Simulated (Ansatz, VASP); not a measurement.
GaN: VASP beside Ansatz

```xyz
2
Lattice="0.0000 2.2535 2.2535 2.2535 0.0000 2.2535 2.2535 2.2535 0.0000" Properties=species:S:1:pos:R:3 pbc="T T T"
Ga    0.0000    0.0000    0.0000
N     1.1268    1.1268    1.1268
```

Alike in both runs: task single point; functional PBE; k mesh 6 × 6 × 6; occupations fermi-dirac, width 0.05 eV; no spin polarisation.

|  | VASP | Ansatz |
| --- | --- | --- |
| version | VASP 6.6.1 | Ansatz 0.2.0 |
| potentials or method | VASP PAW PBE potentials, release 64 (Ga_d, N), cutoff 520 eV | all-electron PAW datasets made for the crystal |

|  | VASP | Ansatz | Ansatz less VASP |
| --- | --- | --- | --- |
| gap on the k mesh at the Fermi level (eV) | 1.72 | 1.73 | +0.010 |
| least direct gap on the mesh (eV) | 1.72 | 1.73 | +0.010 |
| pressure (GPa) | 5.0 | 4.9 | -0.16 |

Ansatz ran all-electron here, and VASP with PAW potentials.
